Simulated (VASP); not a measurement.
# TiCo (Pm-3m) in VASP: a series of runs

TiCo is run at these levels: PBE; tasks: single point.

All numbers are computed with VASP 6.6.1; they aren't measurements. Logs are shortened: lines on timing, memory, paths and dates and some standing lists are left out, and cuts for length are marked.

**1. The cell of the first run**

It takes space group Pm-3m (No. 221, cubic). The conventional cell has a = 2.986 Å, b = 2.986 Å, c = 2.986 Å, α = 90.00°, β = 90.00°, γ = 90.00°. Within 3.4 Å of Ti (site symmetry m-3m) lie 8 Co at 2.59 Å and 6 Ti at 2.99 Å. Within 3.4 Å of Co (site symmetry m-3m) lie 8 Ti at 2.59 Å and 6 Co at 2.99 Å.

**2. Single point, PBE, collinear spin, ferromagnetic start**

The input, INCAR:

```
SYSTEM = TiCo
ALGO = Normal
EDIFF = 1E-7
ENCUT = 520
GGA = PE
ISIF = 2
ISMEAR = -1
ISPIN = 2
LASPH = .True.
LCHARG = .False.
LMAXMIX = 4
LORBIT = 11
LREAL = .False.
LWAVE = .False.
MAGMOM = 0 0.44
NBANDS = 22
NELM = 150
NUPDOWN = 0.44
PREC = Accurate
SIGMA = 0.03
```

The input, KPOINTS:

```
k-points
0
Gamma
  13 13 13
  0 0 0
```

The input, POSCAR:

```
TiCo
1.0
    2.9861109900      0.0000000000      0.0000000000
    0.0000000000      2.9861109900      0.0000000000
    0.0000000000      0.0000000000      2.9861109900
Ti Co
1 1
Direct
    0.0000000000      0.0000000000      0.0000000000
    0.5000000000      0.5000000000      0.5000000000
```

Potentials or basis: VASP PAW PBE potentials, release 64 (Ti_sv, Co).

Launch:

```console
> cat potpaw_PBE.64/Ti_sv/POTCAR potpaw_PBE.64/Co/POTCAR > POTCAR
> mpirun -np 1 vasp_std > vasp.out
```

OUTCAR:

```text
SYSTEM = TiCo
   EDIFF = 1E-7
   ENCUT = 520
   GGA = PE
   ISIF = 2
   ISMEAR = -1
   ISPIN = 2
   LASPH = .True.
   LORBIT = 11
   LREAL = .False.
   NELM = 150
   NUPDOWN = 0.44
   PREC = Accurate

 ion  position               nearest neighbor table
   1  0.000  0.000  0.000-   2 2.59   2 2.59   2 2.59   2 2.59   2 2.59   2 2.59   2 2.59   2 2.59

   2  0.500  0.500  0.500-   1 2.59   1 2.59   1 2.59   1 2.59   1 2.59   1 2.59   1 2.59   1 2.59

  LATTYP: Found a simple cubic cell.
 ALAT       =     2.9861109900

  Lattice vectors:

 A1 = (   2.9861109900,   0.0000000000,   0.0000000000)
 A2 = (   0.0000000000,   2.9861109900,   0.0000000000)
 A3 = (   0.0000000000,   0.0000000000,   2.9861109900)

Analysis of symmetry for initial positions (statically):
=====================================================================
 Subroutine PRICEL returns:
 Original cell was already a primitive cell.

 Routine SETGRP: Setting up the symmetry group for a
 simple cubic supercell.

 Subroutine GETGRP returns: Found 48 space group operations
 (whereof 48 operations were pure point group operations)
 out of a pool of 48 trial point group operations.

The static configuration has the point symmetry O_h .

Analysis of symmetry for dynamics (positions and initial velocities):
=====================================================================
 Subroutine PRICEL returns:
 Original cell was already a primitive cell.

 Routine SETGRP: Setting up the symmetry group for a
 simple cubic supercell.

 Subroutine GETGRP returns: Found 48 space group operations
 (whereof 48 operations were pure point group operations)
 out of a pool of 48 trial point group operations.

The dynamic configuration has the point symmetry O_h .

Analysis of structural, dynamic, and magnetic symmetry:
=====================================================================
 Subroutine PRICEL returns:
 Original cell was already a primitive cell.

 Routine SETGRP: Setting up the symmetry group for a
 simple cubic supercell.

 Subroutine GETGRP returns: Found 48 space group operations
 (whereof 48 operations were pure point group operations)
 out of a pool of 48 trial point group operations.

The overall configuration has the point symmetry O_h .

 Subroutine INISYM returns: Found 48 space group operations
 (whereof 48 operations are pure point group operations),
 and found     1 'primitive' translations

----------------------------------------------------------------------------------------

                                     Primitive cell

  volume of cell :      26.6267

  direct lattice vectors                    reciprocal lattice vectors
     2.986110990  0.000000000  0.000000000     0.334883735  0.000000000  0.000000000
     0.000000000  2.986110990  0.000000000     0.000000000  0.334883735  0.000000000
     0.000000000  0.000000000  2.986110990     0.000000000  0.000000000  0.334883735

  length of vectors
     2.986110990  2.986110990  2.986110990     0.334883735  0.334883735  0.334883735

  position of ions in fractional coordinates (direct lattice)
     0.000000000  0.000000000  0.000000000
     0.500000000  0.500000000  0.500000000

  ion indices of the primitive-cell ions
   primitive index   ion index
                 1           1
                 2           2

----------------------------------------------------------------------------------------

 KPOINTS: k-points

Automatic generation of k-mesh.
 Grid dimensions read from file:
 generate k-points for:   13   13   13

 Generating k-lattice:

  Cartesian coordinates                     Fractional coordinates (reciprocal lattice)
     0.025760287  0.000000000  0.000000000     0.076923077  0.000000000  0.000000000
     0.000000000  0.025760287  0.000000000     0.000000000  0.076923077  0.000000000
     0.000000000  0.000000000  0.025760287     0.000000000  0.000000000  0.076923077

  Length of vectors
     0.025760287  0.025760287  0.025760287

  Shift w.r.t. Gamma in fractional coordinates (k-lattice)
     0.000000000  0.000000000  0.000000000

 Subroutine IBZKPT returns following result:
 ===========================================

 Found     84 irreducible k-points:

 Following reciprocal coordinates:
            Coordinates               Weight
  0.000000  0.000000  0.000000      1.000000
  0.076923  0.000000  0.000000      6.000000
  0.153846  0.000000  0.000000      6.000000
  0.230769  0.000000  0.000000      6.000000
  0.307692  0.000000  0.000000      6.000000
  0.384615  0.000000  0.000000      6.000000
[... 16 lines left out ...]
  0.307692  0.307692  0.000000     12.000000
  0.384615  0.307692  0.000000     24.000000
 [... further k-points ...]
   k-points           NKPTS =     84   k-points in BZ     NKDIM =     84   number of bands    NBANDS=     22
   number of dos      NEDOS =    301   number of ions     NIONS =      2
   total plane-waves  NPLWV =  13824
   dimension x,y,z NGX =    24 NGY =   24 NGZ =   24
   dimension x,y,z NGXF=    48 NGYF=   48 NGZF=   48
   ions per type =               1   1
   NGX,Y,Z   is equivalent  to a cutoff of  13.36, 13.36, 13.36 a.u.
   NGXF,Y,Z  is equivalent  to a cutoff of  26.72, 26.72, 26.72 a.u.
 SYSTEM =  TiCo
   PREC   = accura    normal or accurate (medium, high low for compatibility)
   ISTART =      0    job   : 0-new  1-cont  2-samecut
   ICHARG =      2    charge: 1-file 2-atom 10-const
   ISPIN  =      2    spin polarized calculation?
   LNONCOLLINEAR =      F non collinear calculations
   LSORBIT =      F    spin-orbit coupling
   LASPH  =      T    aspherical Exc in radial PAW
   ENCUT  =  520.0 eV  38.22 Ry    6.18 a.u.   5.55  5.55  5.55*2*pi/ulx,y,z
   NELM   =    150;   NELMIN=  2; NELMDL= -5     # of ELM steps
   EDIFF  = 0.1E-06   stopping-criterion for ELM
   LREAL  =      F    real-space projection
   EDIFFG = 0.1E-05   stopping-criterion for IOM
   NSW    =      0    number of steps for IOM
   IBRION =     -1    ionic relax: 0-MD 1-quasi-New 2-CG
   NFREE  =      0    steps in history (QN), initial steepest desc. (CG)
   ISIF   =      2    stress and relaxation
   ISYM   =      2    0-nonsym 1-usesym 2-fastsym
   POTIM  = 0.5000    time-step for ionic-motion
   TEBEG  =    0.0;   TEEND  =   0.0 temperature during run
   PSTRESS=    0.0 pullay stress
   NELECT =      21.0000    total number of electrons
   NUPDOWN=       0.4400    fix difference up-down
   EMIN   =  10.00;   EMAX   =-10.00  energy-range for DOS
   EFERMI =   0.00;   METHOD = LEGACY
   ISMEAR =    -1;   SIGMA  =   0.03  broadening in eV -4-tet -1-fermi 0-gaus
   EFERMI_NEDOS =   21; number of points for ismear=-14 and -15
   IALGO  =     38    algorithm
   IMIX   =      4    mixing-type and parameters
     AMIX     =   0.40;   BMIX     =  1.00
     AMIX_MAG =   1.60;   BMIX_MAG =  1.00
  volume/ion in A,a.u.               =      13.31        89.84
  Fermi-wavevector in a.u.,A,eV,Ry     =   1.512546  2.858298 31.127355  2.287796
  Thomas-Fermi vector in A             =   2.622456
   LORBIT       =     11    0 simple, 1 ext, 2 COOP (PROOUT), +10 PAW based schemes
   GGA     = PE    functional components
   LHFCALC =     F    Hartree Fock is set to
   AEXX    =    0.0000 exact exchange contribution
   IVDW    =     0    specifies the selected vdW correction
   LEPSILON=     F    determine dielectric tensor
   LRPA    =     F    only Hartree local field effects (RPA)
 spin polarized calculation
  energy-cutoff  :      520.00
  volume of cell :       26.63
 maximum number of plane-waves:       739
 NGX is ok and might be reduce to    24
   NGX = 11   NGY = 11   NGZ = 11

 number of electron      20.9999983 magnetization       0.4399998

 Free energy of the ion-electron system (eV)
  ---------------------------------------------------
  ext. energy  EPLUGINS =         0.00000000
  ---------------------------------------------------
  free energy    TOTEN  =       -15.65264873 eV

  energy without entropy =      -15.64215687  energy(sigma->0) =      -15.64740280

 E-fermi :  10.0122     XC(G=0): -12.5731

 val. band max:        9.9968652162   @ k =   0.4615   0.4615   0.1538
 cond. band min:       9.8869096876   @ k =   0.3846   0.3846   0.1538
 fundamental gap:     -0.1099555287
 Fermi energy:         9.8788694794

 spin component 1

 k-point     1 :       0.0000    0.0000    0.0000
  band No.  band energies     occupation
      1     -47.2347      1.00000
      2     -23.3259      1.00000
      3     -23.3259      1.00000
      4     -23.3259      1.00000
      5       2.2676      1.00000
      6       5.9505      1.00000
[... 14 lines left out ...]
     21      29.3169      0.00000
     22      30.8719      0.00000
[... 552 lines left out ...]
  band No.  band energies     occupation
      1     -47.1875      1.00000
      2     -23.5570      1.00000
      3     -23.4941      1.00000
      4     -23.2883      1.00000
      5       5.4393      1.00000
      6       6.3447      1.00000
[... 14 lines left out ...]
     21      27.0024      0.00000
     22      29.6076      0.00000

 [... further k-points ...]

 spin component 2

 k-point     1 :       0.0000    0.0000    0.0000
  band No.  band energies     occupation
      1     -47.3193      1.00000
      2     -23.4112      1.00000
      3     -23.4112      1.00000
      4     -23.4112      1.00000
      5       2.2195      1.00000
      6       6.3189      1.00000
[... 14 lines left out ...]
     21      29.3474      0.00000
     22      30.7497      0.00000
[... 552 lines left out ...]
  band No.  band energies     occupation
      1     -47.2718      1.00000
      2     -23.6445      1.00000
      3     -23.5812      1.00000
      4     -23.3736      1.00000
      5       5.5254      1.00000
      6       6.5413      1.00000
[... 14 lines left out ...]
     21      26.8644      0.00000
     22      29.6137      0.00000

 [... further k-points ...]

------------------------ aborting loop because EDIFF is reached ----------------------------------------

  FORCE on cell =-STRESS in cart. coord.  units (eV):
  Direction    XX          YY          ZZ          XY          YZ          ZX
  --------------------------------------------------------------------------------------
  -------------------------------------------------------------------------------------
  Total       -0.3288510     -0.3288510     -0.3288510     -0.0000000     -0.0000000      0.0000000
  in kB      -19.7875458    -19.7875458    -19.7875458     -0.0000000     -0.0000000      0.0000000
  external PRESSURE =     -19.7875458 kB  Pullay stress =       0.0000000 kB

 VOLUME and BASIS-vectors are now :
 -----------------------------------------------------------------------------
  energy-cutoff  :      520.00
  volume of cell :       26.63
      direct lattice vectors                 reciprocal lattice vectors
     2.986110990  0.000000000  0.000000000     0.334883735  0.000000000  0.000000000
     0.000000000  2.986110990  0.000000000     0.000000000  0.334883735  0.000000000
     0.000000000  0.000000000  2.986110990     0.000000000  0.000000000  0.334883735

 POSITION                                       TOTAL-FORCE (eV/Angst)
 -----------------------------------------------------------------------------------
      0.00000      0.00000      0.00000         0.000000      0.000000      0.000000
      1.49306      1.49306      1.49306         0.000000      0.000000      0.000000
 -----------------------------------------------------------------------------------
    total drift:                                0.000000      0.000000     -0.000000

  FREE ENERGIE OF THE ION-ELECTRON SYSTEM (eV)
  ---------------------------------------------------
  free  energy   TOTEN  =       -15.6526487251 eV

  energy  without entropy=      -15.6421568712  energy(sigma->0) =      -15.64740280

 total charge

# of ion       s       p       d       tot
------------------------------------------
    1        2.247   6.179   1.855  10.281
    2        0.521   0.449   7.329   8.300
--------------------------------------------------
tot          2.768   6.628   9.184  18.580

 magnetization (x)

# of ion       s       p       d       tot
------------------------------------------
    1       -0.003  -0.012  -0.088  -0.103
    2        0.020  -0.009   0.590   0.601
--------------------------------------------------
tot          0.017  -0.021   0.502   0.498
```

It took 1.9 min on 1 thread of Intel Xeon 8259CL, shared host; peak memory 0.21 GiB.

What came out:

| Quantity | Value |
| --- | --- |
| Free energy | -15.6526 eV |
| Pressure | -2.0 GPa |
| Net moment | 0.44 μB per cell |
| Site moments | Ti -0.10; Co +0.60 μB |
| Valence electrons inside the program's atomic spheres | Ti 10.28; Co 8.30 |

Caveat: the total moment is fixed, so each spin has its own Fermi level and the state may be an excited one.

**3. Single point, PBE, collinear spin, ferromagnetic start**

The input, INCAR:

```
PREC = Accurate ; ENCUT = 520
EDIFF = 1E-6 ; ISMEAR = -1
SIGMA = 0.03 ; LREAL = F
LASPH = T ; NELM = 150
ALGO = Normal ; ISIF = 2
LWAVE = F ; LCHARG = F
ISPIN = 2 ; MAGMOM = 0 0.62
LORBIT = 11 ; NUPDOWN = 0.62
LMAXMIX = 4 ; GGA = PE
NBANDS = 22
```

The input, KPOINTS:

```
Automatic mesh
0
Gamma
  13 13 13
```

POSCAR is that of step 2.

Potentials or basis: VASP PAW PBE potentials, release 64 (Ti_sv, Co).

Launch:

```console
> cat potpaw_PBE.64/Ti_sv/POTCAR potpaw_PBE.64/Co/POTCAR > POTCAR
> mpirun -np 1 vasp_std > vasp.out
```

It took 1.7 min on 1 thread of Intel Xeon 8259CL, shared host; peak memory 0.21 GiB.

It converged, with:

```
Free energy                                           : -15.6666 eV
Pressure                                              : -1.2 GPa
Net moment                                            : 0.62 μB per cell
Site moments                                          : Ti -0.11; Co +0.80 μB
Valence electrons inside the program's atomic spheres : Ti 10.28; Co 8.29
```

Caveat: the total moment is fixed, so each spin has its own Fermi level and the state may be an excited one.
